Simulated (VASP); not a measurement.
Runs of VASP 6.6.1 on Pd. The structure is that of space group Fm-3m (No. 225), or close to it. The cells are those of the table. 

| level | cell | k mesh | cutoff (eV) | grid for exact exchange (PRECFOCK) | share of exact exchange | gap on the mesh (eV) | pressure (GPa) |
| --- | --- | --- | --- | --- | --- | --- | --- |
| HF | a = 2.789 Å, angles 60.0°, 1 atom | 6 × 6 × 6 | 470 | Normal | 1 | none | (b) |
| HF | a = 2.753 Å, angles 60.0°, 1 atom | 6 × 6 × 6 | 470 | Normal | 1 | none | 7.3 |
| r2SCAN+D4 | a = 2.697 Å, angles 60.0°, 1 atom | 12 × 12 × 12 | 690 | - | - | none | 14.8 |
| BHLYP | a = 2.753 Å, angles 60.0°, 1 atom | 7 × 7 × 7 | 470 | Normal | 0.5 | none | 4.8 |
| BLYP+D4 | a = 2.807 Å, angles 60.0°, 1 atom | 12 × 12 × 12 | 630 | - | - | none | -2.4 |
| r2SCAN+D4 | a = 2.734 Å, angles 60.0°, 1 atom | 12 × 12 × 12 | 690 | - | - | none | 4.7 |
| r2SCAN+rVV10 | a = 2.750 Å, angles 60.0°, 1 atom | 12 × 12 × 12 | 690 | - | - | none | 0.3 |
| HF | a = 2.697 Å, angles 60.0°, 1 atom | 6 × 6 × 6 | 470 | Normal | 1 | none | 21.0 |
| r2SCANh | a = 2.789 Å, angles 60.0°, 1 atom | 6 × 6 × 6 | 510 | Normal | 0.1 | none | (a) |

Alike in all rows: no spin polarisation.

Problem. Fill in the values left out.

Solution. (a) -10.3; (b) 7.8.

Caveats: some runs use coarse meshes; the PAW data sets were made with another functional, which shifts forces and pressure a little; the cell stands under pressure (at least some runs).

A k mesh can miss the band edges, and the runs leave out spin-orbit coupling on Pd.

A gap of «none» marks levels without a gap at the run's occupations.
